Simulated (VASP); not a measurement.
# HPdF6 (R-3) in VASP: single point with PBE

Aim: the single point of HPdF6 with PBE.

Program: VASP 6.6.1. These are calculated values, not measurements. Logs are shortened: lines on timing, memory, paths and dates and some standing lists are left out, and cuts for length are marked.

### 1 The cell of the first run

Symmetry: R-3, No. 148, trigonal system. The conventional cell has a = 4.717 Å, b = 4.717 Å, c = 13.363 Å, α = 90.00°, β = 90.00°, γ = 120.00°. F (site symmetry 1) has 1 Pd at 1.92 Å and 1 H at 1.93 Å within 2.5 Å. Within 2.6 Å of H (site symmetry -3) lie 6 F at 1.93 Å. Pd (site symmetry -3) has 6 F at 1.92 Å within 2.5 Å.

### 2 Single point, PBE

The input, POSCAR:

```
HPdF6
1.0
    4.7172940000      0.0000000000      0.0000000000
   -2.3586470000      4.0852980000      0.0000000000
   -2.3586470000      1.3617660000      4.4541940000
F H Pd
6 1 1
Direct
    0.2500000000      0.0830000000      0.7510000000
    0.9170000000      0.4160000000      0.7510000000
    0.5840000000      0.7500000000      0.7510000000
    0.7500000000      0.9170000000      0.2490000000
    0.0830000000      0.5840000000      0.2490000000
    0.4160000000      0.2500000000      0.2490000000
    0.5000000000      0.5000000000      0.5000000000
    0.0000000000      0.0000000000      0.0000000000
```

The input, INCAR.step1:

```
ALGO = Normal ; EDIFF = 1E-7
ENCUT = 520 ; GGA = PE
ISIF = 2 ; ISMEAR = 0
LASPH = True ; LCHARG = True
LMAXMIX = 4 ; LREAL = False
LWAVE = False ; NBANDS = 36
NELM = 80 ; PREC = Accurate
SIGMA = 0.1866
```

The input, KPOINTS.step1:

```
k-points
0
Gamma
  6 6 6
```

The input, INCAR.step2:

```
ALGO = Normal ; EDIFF = 1E-7
ENCUT = 520 ; GGA = PE
ICHARG = 11 ; ISIF = 2
ISMEAR = -5 ; LASPH = True
LCHARG = False ; LMAXMIX = 4
LORBIT = 10 ; LREAL = False
LWAVE = False ; NEDOS = 2001
NELM = 80 ; PREC = Accurate
SIGMA = 0.1866
```

The input, KPOINTS.step2:

```
k-points
0
Gamma
  9 9 9
```

Potentials or basis: VASP PAW PBE potentials, release 64 (F, H, Pd).

Run with:

```bash
$ cat potpaw_PBE.64/F/POTCAR potpaw_PBE.64/H/POTCAR potpaw_PBE.64/Pd/POTCAR > POTCAR
$ cp INCAR.step1 INCAR
$ cp KPOINTS.step1 KPOINTS
$ mpirun -np 1 vasp_std > vasp.out
$ cp INCAR.step2 INCAR
$ cp KPOINTS.step2 KPOINTS
$ mpirun -np 1 vasp_std > vasp.out
```

OUTCAR:

```text
EDIFF = 1E-7
   ENCUT = 520
   GGA = PE
   ICHARG = 11
   ISIF = 2
   ISMEAR = -5
   LASPH = True
   LORBIT = 10
   LREAL = False
   NELM = 80
   PREC = Accurate

 ion  position               nearest neighbor table
   1  0.250  0.083  0.751-   8 1.92
   2  0.917  0.416  0.751-   8 1.92
   3  0.584  0.750  0.751-   8 1.92
   4  0.750  0.917  0.249-   8 1.92
   5  0.083  0.584  0.249-   8 1.92
   6  0.416  0.250  0.249-   8 1.92
   7  0.500  0.500  0.500-
   8  0.000  0.000  0.000-   1 1.92   4 1.92   2 1.92   5 1.92   3 1.92   6 1.92

  LATTYP: Found a trigonal (rhomboedric) cell.
 ALAT       =     5.2208687730
 COS(alpha) =     0.5918022372

  Lattice vectors:

 A1 = (   0.0000000000,  -2.7235320000,   4.4541940000)
 A2 = (   2.3586470000,   1.3617660000,   4.4541940000)
 A3 = (  -2.3586470000,   1.3617660000,   4.4541940000)

Analysis of symmetry for initial positions (statically):
=====================================================================
 Subroutine PRICEL returns:
 Original cell was already a primitive cell.

 Routine SETGRP: Setting up the symmetry group for a
 trigonal (rhombohedral) supercell.

 Subroutine GETGRP returns: Found  6 space group operations
 (whereof  6 operations were pure point group operations)
 out of a pool of 12 trial point group operations.

The static configuration has the point symmetry S_6 .

Analysis of symmetry for dynamics (positions and initial velocities):
=====================================================================
 Subroutine PRICEL returns:
 Original cell was already a primitive cell.

 Routine SETGRP: Setting up the symmetry group for a
 trigonal (rhombohedral) supercell.

 Subroutine GETGRP returns: Found  6 space group operations
 (whereof  6 operations were pure point group operations)
 out of a pool of 12 trial point group operations.

The dynamic configuration has the point symmetry S_6 .

 Subroutine INISYM returns: Found  6 space group operations
 (whereof  6 operations are pure point group operations),
 and found     1 'primitive' translations

----------------------------------------------------------------------------------------

                                     Primitive cell

  volume of cell :      85.8392

  direct lattice vectors                    reciprocal lattice vectors
     4.717294000  0.000000000  0.000000000     0.211985939  0.122390092  0.074835836
    -2.358647000  4.085298000  0.000000000     0.000000000  0.244780185 -0.074835836
    -2.358647000  1.361766000  4.454194000     0.000000000  0.000000000  0.224507509

  length of vectors
     4.717294000  4.717295350  5.220868366     0.255964403  0.255964336  0.224507509

  position of ions in fractional coordinates (direct lattice)
     0.250000000  0.083000000  0.751000000
     0.917000000  0.416000000  0.751000000
     0.584000000  0.750000000  0.751000000
     0.750000000  0.917000000  0.249000000
     0.083000000  0.584000000  0.249000000
     0.416000000  0.250000000  0.249000000
     0.500000000  0.500000000  0.500000000
     0.000000000  0.000000000  0.000000000

  ion indices of the primitive-cell ions
   primitive index   ion index
                 1           1
                 2           2
                 3           3
                 4           4
                 5           5
                 6           6
                 7           7
                 8           8

----------------------------------------------------------------------------------------

 KPOINTS: k-points

Automatic generation of k-mesh.
 Grid dimensions read from file:
 generate k-points for:    9    9    9

 Generating k-lattice:

  Cartesian coordinates                     Fractional coordinates (reciprocal lattice)
     0.023553993  0.013598899  0.008315093     0.111111111  0.000000000 -0.000000000
     0.000000000  0.027197798 -0.008315093     0.000000000  0.111111111  0.000000000
     0.000000000  0.000000000  0.024945279     0.000000000  0.000000000  0.111111111

  Length of vectors
     0.028440489  0.028440482  0.024945279

  Shift w.r.t. Gamma in fractional coordinates (k-lattice)
     0.000000000  0.000000000  0.000000000

 TETIRR: Found    711 inequivalent tetrahedra from     4374

 Subroutine IBZKPT returns following result:
 ===========================================

 Found    125 irreducible k-points:

 Following reciprocal coordinates:
            Coordinates               Weight
  0.000000  0.000000  0.000000      1.000000
  0.111111  0.000000  0.000000      6.000000
  0.222222 -0.000000 -0.000000      6.000000
  0.333333  0.000000 -0.000000      6.000000
  0.444444 -0.000000 -0.000000      6.000000
  0.111111  0.111111  0.000000      6.000000
[... 16 lines left out ...]
  0.444444  0.222222  0.000000      6.000000
  0.444444  0.333333 -0.444444      6.000000
 [... further k-points ...]
   k-points           NKPTS =    125   k-points in BZ     NKDIM =    125   number of bands    NBANDS=     31
   number of dos      NEDOS =   2001   number of ions     NIONS =      8
   total plane-waves  NPLWV =  51840
   dimension x,y,z NGX =    36 NGY =   36 NGZ =   40
   dimension x,y,z NGXF=    72 NGYF=   72 NGZF=   80
   ions per type =               6   1   1
   NGX,Y,Z   is equivalent  to a cutoff of  12.69, 12.69, 12.74 a.u.
   NGXF,Y,Z  is equivalent  to a cutoff of  25.37, 25.37, 25.47 a.u.
 SYSTEM =  unknown system
   PREC   = accura    normal or accurate (medium, high low for compatibility)
   ISTART =      0    job   : 0-new  1-cont  2-samecut
   ICHARG =     11    charge: 1-file 2-atom 10-const
   ISPIN  =      1    spin polarized calculation?
   LNONCOLLINEAR =      F non collinear calculations
   LSORBIT =      F    spin-orbit coupling
   LASPH  =      T    aspherical Exc in radial PAW
   ENCUT  =  520.0 eV  38.22 Ry    6.18 a.u.   8.77  8.77  9.71*2*pi/ulx,y,z
   NELM   =     80;   NELMIN=  2; NELMDL=  0     # of ELM steps
   EDIFF  = 0.1E-06   stopping-criterion for ELM
   LREAL  =      F    real-space projection
   EDIFFG = 0.1E-05   stopping-criterion for IOM
   NSW    =      0    number of steps for IOM
   IBRION =     -1    ionic relax: 0-MD 1-quasi-New 2-CG
   NFREE  =      0    steps in history (QN), initial steepest desc. (CG)
   ISIF   =      2    stress and relaxation
   ISYM   =      2    0-nonsym 1-usesym 2-fastsym
   POTIM  = 0.5000    time-step for ionic-motion
   TEBEG  =    0.0;   TEEND  =   0.0 temperature during run
   PSTRESS=    0.0 pullay stress
   NELECT =      53.0000    total number of electrons
   NUPDOWN=      -1.0000    fix difference up-down
   EMIN   =  10.00;   EMAX   =-10.00  energy-range for DOS
   EFERMI =   0.00;   METHOD = LEGACY
   ISMEAR =    -5;   SIGMA  =   0.19  broadening in eV -4-tet -1-fermi 0-gaus
   EFERMI_NEDOS =   21; number of points for ismear=-14 and -15
   IALGO  =     38    algorithm
   IMIX   =      4    mixing-type and parameters
     AMIX     =   0.40;   BMIX     =  1.00
     AMIX_MAG =   1.60;   BMIX_MAG =  1.00
  volume/ion in A,a.u.               =      10.73        72.41
  Fermi-wavevector in a.u.,A,eV,Ry     =   1.394028  2.634331 26.440395  1.943314
  Thomas-Fermi vector in A             =   2.517617
   LORBIT       =     10    0 simple, 1 ext, 2 COOP (PROOUT), +10 PAW based schemes
   GGA     = PE    functional components
   LHFCALC =     F    Hartree Fock is set to
   AEXX    =    0.0000 exact exchange contribution
   IVDW    =     0    specifies the selected vdW correction
   LEPSILON=     F    determine dielectric tensor
   LRPA    =     F    only Hartree local field effects (RPA)
 non-spin polarized calculation
 Fermi weights with tetrahedron method with Bloechl corrections
  energy-cutoff  :      520.00
  volume of cell :       85.84
 maximum number of plane-waves:      2326

 number of electron      52.9999998 magnetization

 Free energy of the ion-electron system (eV)
  ---------------------------------------------------
  ext. energy  EPLUGINS =         0.00000000
  ---------------------------------------------------
  free energy    TOTEN  =       -25.90006488 eV

  energy without entropy =      -25.90006488  energy(sigma->0) =      -25.90006488

 E-fermi :  -1.0724     XC(G=0): -10.0123

 val. band max:       -1.0638255507   @ k =   0.2222  -0.2222   0.2222
 cond. band min:      -1.0807999373   @ k =   0.2222   0.4444   0.2222
 fundamental gap:     -0.0169743866
 Fermi energy:        -1.0723871327

 k-point     1 :       0.0000    0.0000    0.0000
  band No.  band energies     occupation
      1     -22.7770      2.00000
      2     -21.9726      2.00000
      3     -21.9725      2.00000
      4     -21.8692      2.00000
      5     -21.7033      2.00000
      6     -21.7033      2.00000
[... 23 lines left out ...]
     30       2.5954      0.00000
     31       8.7357      0.00000

 k-point     2 :       0.1111    0.0000    0.0000
  band No.  band energies     occupation
      1     -22.7458      2.00000
      2     -21.9875      2.00000
      3     -21.9836      2.00000
      4     -21.8507      2.00000
      5     -21.7279      2.00000
      6     -21.7082      2.00000
[... 23 lines left out ...]
     30       2.6663      0.00000
     31       8.8225      0.00000

 k-point     3 :       0.2222   -0.0000   -0.0000
  band No.  band energies     occupation
      1     -22.6561      2.00000
      2     -22.0213      2.00000
      3     -22.0013      2.00000
      4     -21.8348      2.00000
      5     -21.7798      2.00000
      6     -21.7213      2.00000
[... 23 lines left out ...]
     30       2.8183      0.00000
     31       9.0918      0.00000

 k-point     4 :       0.3333    0.0000   -0.0000
  band No.  band energies     occupation
      1     -22.5231      2.00000
      2     -22.0670      2.00000
      3     -22.0120      2.00000
      4     -21.9205      2.00000
      5     -21.7681      2.00000
      6     -21.7374      2.00000
[... 23 lines left out ...]
     30       2.9456      0.00000
     31       9.5306      0.00000

 k-point     5 :       0.4444   -0.0000   -0.0000
  band No.  band energies     occupation
      1     -22.3829      2.00000
      2     -22.1388      2.00000
      3     -22.0199      2.00000
      4     -21.9940      2.00000
      5     -21.7639      2.00000
      6     -21.7378      2.00000
[... 23 lines left out ...]
     30       3.0047      0.00000
     31       9.9897      0.00000
[... 542 lines left out ...]
     30       3.2063      0.00000
     31      10.1916      0.00000

 k-point    22 :       0.3333    0.4444   -0.3333
  band No.  band energies     occupation
      1     -22.3341      2.00000
      2     -22.1548      2.00000
      3     -22.0212      2.00000
      4     -21.9195      2.00000
      5     -21.8723      2.00000
      6     -21.7388      2.00000
[... 23 lines left out ...]
     30       3.2075      0.00000
     31      10.2183      0.00000

 k-point    23 :       0.4444    0.2222    0.0000
  band No.  band energies     occupation
      1     -22.2736      2.00000
      2     -22.1569      2.00000
      3     -22.0475      2.00000
      4     -22.0082      2.00000
      5     -21.8086      2.00000
      6     -21.7491      2.00000
[... 23 lines left out ...]
     30       3.2607      0.00000
     31      10.4018      0.00000

 k-point    24 :       0.4444    0.3333   -0.4444
  band No.  band energies     occupation
      1     -22.3104      2.00000
      2     -22.1337      2.00000
      3     -22.0318      2.00000
      4     -21.9514      2.00000
      5     -21.8683      2.00000
      6     -21.7485      2.00000
[... 23 lines left out ...]
     30       3.2873      0.00000
     31      10.3775      0.00000

 [... further k-points ...]

------------------------ aborting loop because EDIFF is reached ----------------------------------------

  FORCE on cell =-STRESS in cart. coord.  units (eV):
  Direction    XX          YY          ZZ          XY          YZ          ZX
  --------------------------------------------------------------------------------------
  -------------------------------------------------------------------------------------
  Total       -1.7431451     -1.7431464     -2.6528239      0.0000004     -0.0000000      0.0000000
  in kB      -32.5355610    -32.5355859    -49.5145894      0.0000081     -0.0000000      0.0000000
  external PRESSURE =     -38.1952454 kB  Pullay stress =       0.0000000 kB

 VOLUME and BASIS-vectors are now :
 -----------------------------------------------------------------------------
  energy-cutoff  :      520.00
  volume of cell :       85.84
      direct lattice vectors                 reciprocal lattice vectors
     4.717294000  0.000000000  0.000000000     0.211985939  0.122390092  0.074835836
    -2.358647000  4.085298000  0.000000000     0.000000000  0.244780185 -0.074835836
    -2.358647000  1.361766000  4.454194000     0.000000000  0.000000000  0.224507509

 POSITION                                       TOTAL-FORCE (eV/Angst)
 -----------------------------------------------------------------------------------
     -0.78779      1.36177      3.34510        -0.111206      0.397209     -0.156102
      1.57322      2.72217      3.34510        -0.288390     -0.294912     -0.156102
     -0.78543      4.08666      3.34510         0.399596     -0.102297     -0.156102
      0.78779      4.08530      1.10909         0.111206     -0.397209      0.156102
     -1.57322      2.72489      1.10909         0.288390      0.294912      0.156102
      0.78543      1.36040      1.10909        -0.399596      0.102297      0.156102
      0.00000      2.72353      2.22710         0.000000     -0.000000      0.000000
      0.00000      0.00000      0.00000         0.000000     -0.000000      0.000000
 -----------------------------------------------------------------------------------
    total drift:                                0.000000     -0.000000     -0.000000

  FREE ENERGIE OF THE ION-ELECTRON SYSTEM (eV)
  ---------------------------------------------------
  free  energy   TOTEN  =       -25.9000648758 eV

  energy  without entropy=      -25.9000648758  energy(sigma->0) =      -25.90006488

 total charge

# of ion       s       p       d       tot
------------------------------------------
    1        1.752   4.231   0.000   5.982
    2        1.752   4.231   0.000   5.982
    3        1.752   4.231   0.000   5.982
    4        1.752   4.231   0.000   5.982
    5        1.752   4.231   0.000   5.982
    6        1.752   4.231   0.000   5.982
    7        0.185   0.009   0.000   0.193
    8        0.484   0.867   7.980   9.332
--------------------------------------------------
tot         11.178  26.260   7.980  45.418
```

Wall time 4.6 min (1 thread of Intel Xeon Platinum 8259CL at 2.50GHz (Skylake/Cascade Lake), shared host); peak memory 0.4 GiB.

What came out:

```yaml
Valence_electrons_inside_the_program's_atomic_spheres: F 5.98; H 0.19; Pd 9.33
```

Caveat: an odd number of electrons without spin polarisation forces a metal; a magnetic or distorted state may lie lower.
